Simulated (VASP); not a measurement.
Write the native input for VASP 6.6.1 that does the following.

* Task: single point
* Functional: PBE
* Dispersion: D3(BJ)
* Potentials or basis: VASP PAW PBE potentials, release 64 (Si, O)
* Cutoff: 520 eV
* k mesh: 6 × 6 × 4
* Occupations: fermi-dirac, width 0.05 eV
* Spin: no spin polarisation
* Dipole correction: no
* Further INCAR settings: ALGO = Normal; EDIFF = 1e-06; NBANDS = 44

The structure of SiO2 lies in POSCAR:

```
SiO2
1.0
    4.9554139237      0.0000000000      0.0000000000
    0.0000000000      4.9554139237      0.0000000000
    0.0000000000      0.0000000000      6.8438644607
Si O
4 8
Direct
    0.8083396840      0.8083396840      0.5000000000
    0.6916603160      0.3083396840      0.2500000000
    0.3083396840      0.6916603160      0.7500000000
    0.1916603160      0.1916603160      0.0000000000
    0.7645942412      0.1220807790      0.4384012777
    0.8779192210      0.2354057588      0.0615987223
    0.1220807790      0.7645942412      0.5615987223
    0.2645942412      0.3779192210      0.8115987223
    0.2354057588      0.8779192210      0.9384012777
    0.7354057588      0.6220807790      0.3115987223
    0.3779192210      0.2645942412      0.1884012777
    0.6220807790      0.7354057588      0.6884012777
```

The input as run:

INCAR

```
SYSTEM = SiO2
ALGO = Normal
EDIFF = 1E-6
ENCUT = 520
GGA = PE
ISIF = 2
ISMEAR = -1
IVDW = 12
LASPH = .True.
LCHARG = .True.
LELF = .True.
LREAL = .False.
LVHAR = .True.
LWAVE = .False.
NBANDS = 44
NELM = 100
PREC = Accurate
SIGMA = 0.05
```

KPOINTS

```
k-points
0
Gamma
  6 6 4
  0 0 0
```

Potentials or basis: VASP PAW PBE potentials, release 64 (Si, O).

The run is started by

```console
$ cat potpaw_PBE.64/Si/POTCAR potpaw_PBE.64/O/POTCAR > POTCAR
$ mpirun -np 1 vasp_std > vasp.out
```

It gave:

```yaml
Pressure: 0.0 GPa
Largest_force: 0.026 eV/Å
Band_gap_on_the_k_mesh: 5.64 eV
Dispersion_energy_per_atom: -0.125 eV
```

Caveat: three body term missing.

Wall time 110 s on 1 thread of Intel(R) Xeon(R) 6975P-C (Granite Rapids) (shared host), peak memory 0.37 GiB.
